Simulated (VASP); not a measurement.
Crystal: N.

```xyz
4
Lattice="3.5804 0.0000 0.0000 -1.7902 3.1007 0.0000 0.0000 0.0000 7.6415" Properties=species:S:1:pos:R:3 pbc="T T T"
N     0.0000    2.0672    2.4573
N     0.0000    2.0672    1.3635
N     1.7902    1.0336    6.2780
N     1.7902    1.0336    5.1842
```

Base run:

```yaml
Program: VASP 6.6.1
Functional: r2SCAN0
Potentials_or_basis: VASP PAW PBE potentials, release 64 (N)
Cutoff: 520 eV
k_mesh: 6 × 6 × 2
Occupations: gaussian, width 0.01 eV
Spin: no spin polarisation
```

Its results: band gap on the k mesh 10.53 eV (least direct gap 10.59 eV); pressure 1.2 GPa; largest force 0.872 eV/Å.

Q: The run is repeated on the same cell with these changes: functional from r2SCAN0 to PBE0; further incar settings from ALGO = Normal; EDIFF = 1e-06; NBANDS = 18 to ALGO = Normal; EDIFF = 1e-07; NBANDS = 18. What comes out?

A: Band gap on the k mesh 10.11 eV (least direct gap 10.17 eV); pressure 2.5 GPa; largest force 1.470 eV/Å.

Caveats: the standard files for N, O and F lose accuracy on very short bonds; the PAW data sets were made with another functional, which shifts forces and pressure a little; the stress differs along the axes, from 1 to 6 GPa (at least some runs); this functional lacks dispersion, which holds the molecules together, so the pressure and a relaxed volume are unreliable (at least some runs).

A k mesh can miss the band edges.
